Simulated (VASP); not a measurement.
Runs of VASP 6.6.1 on MnO. The structure is that of space group Fm-3m (No. 225), or close to it. The cells are those of the table. 

```tsv
spin	fixed moment (μB)	cell	k mesh	gap on the mesh (eV)	pressure (GPa)	moment (μB)
collinear, ferromagnetic start	-	a = 3.121 Å, angles 60.0°, 2 atoms	10 × 10 × 10	none	2.9	4.73
collinear, ferromagnetic start	-	a = 3.204 Å, angles 60.0°, 2 atoms	10 × 10 × 10	none	-5.9	(a)
collinear, ferromagnetic start	-	a = 3.142 Å, angles 60.0°, 2 atoms	6 × 6 × 6	none	(c)	4.72
collinear, ferromagnetic start	3.0	a = 3.142 Å, angles 60.0°, 2 atoms	9 × 9 × 9	-	-23.0	3.00
collinear, ferromagnetic start	4.0	a = 3.142 Å, angles 60.0°, 2 atoms	9 × 9 × 9	-	-12.3	4.00
collinear, zero start	0.0	a = 3.142 Å, angles 60.0°, 2 atoms	9 × 9 × 9	-	-33.6	0.00
collinear, ferromagnetic start	-	a = 3.184 Å, angles 60.0°, 2 atoms	10 × 10 × 10	none	(b)	4.84
collinear, ferromagnetic start	6.0	a = 3.142 Å, angles 60.0°, 2 atoms	9 × 9 × 9	-	38.3	6.00
```

Alike in all rows: task single point; level PBE; potentials or basis VASP PAW PBE potentials, release 64 (Mn_pv, O); cutoff (eV) 520; smearing fermi-dirac 0.05 eV.

Question: Fill in the values left out.

Answer: (a) 4.89; (b) -4.2; (c) -0.9.

Caveats: some runs use coarse meshes; a cell with one magnetic atom can't hold antiferromagnetic order, which such compounds often take (some runs); semilocal functionals often make such compounds metallic where correlation or magnetic order opens a gap, which also shifts bond lengths (some runs); the total moment is fixed, so each spin has its own Fermi level (some runs).

A gap of «none» marks levels without a gap at the run's occupations.
